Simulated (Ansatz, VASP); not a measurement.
One calculation of GaN, two programs

File INCAR:

```
SYSTEM = GaN
PREC = Accurate ; ENCUT = 520
EDIFF = 1E-7 ; ISMEAR = 0
SIGMA = 0.001 ; LREAL = .False.
LASPH = .True. ; NELM = 100
ALGO = Normal ; ISIF = 2
LWAVE = .False. ; LCHARG = .True.
GGA = PE ; LELF = .True.
LVHAR = .True. ; NBANDS = 16
```

The input KPOINTS:

```
regular mesh
0
Gamma
  6 6 6
  0 0 0
```

File POSCAR:

```
GaN
1.0
    0.0000000000      2.2489526240      2.2489526240
    2.2489526240      0.0000000000      2.2489526240
    2.2489526240      2.2489526240      0.0000000000
Ga N
1 1
Direct
    0.0000000000      0.0000000000      0.0000000000
    0.7500000000      0.7500000000      0.7500000000
```

Input for Ansatz:

```yaml
crystal:
  lattice:
    - [0.0, 2.248952624, 2.248952624]
    - [2.248952624, 0.0, 2.248952624]
    - [2.248952624, 2.248952624, 0.0]
  atoms:
    - { symbol: Ga, position: [0.0, 0.0, 0.0] }
    - { symbol: "N", position: [0.75, 0.75, 0.75] }
kpoints:
  mp_grid: { grid: [6, 6, 6] }
hamiltonian:
  xc: pbe
scf:
  occupations: { method: gaussian, width: 0.001 }
  n_extra_bands: 4
output:
  forces: true
  stress: true
  eigenvalues: true
```

Alike in both runs: task single point; functional PBE; k mesh 6 × 6 × 6; occupations gaussian, width 0.001 eV; no spin polarisation.

```csv
,VASP,Ansatz
version,VASP 6.6.1,Ansatz 0.2.0
potentials or method,"VASP PAW PBE potentials, release 64 (Ga_d, N)",plane waves
plane-wave cutoff (eV),520,420
valence electrons in the cell,18,18
```

|  | VASP | Ansatz | Ansatz less VASP |
| --- | --- | --- | --- |
| gap on the k mesh at the Fermi level (eV) | 1.76 | 1.75 | -0.008 |
| pressure (GPa) | 6.2 | 6.2 | -0.02 |
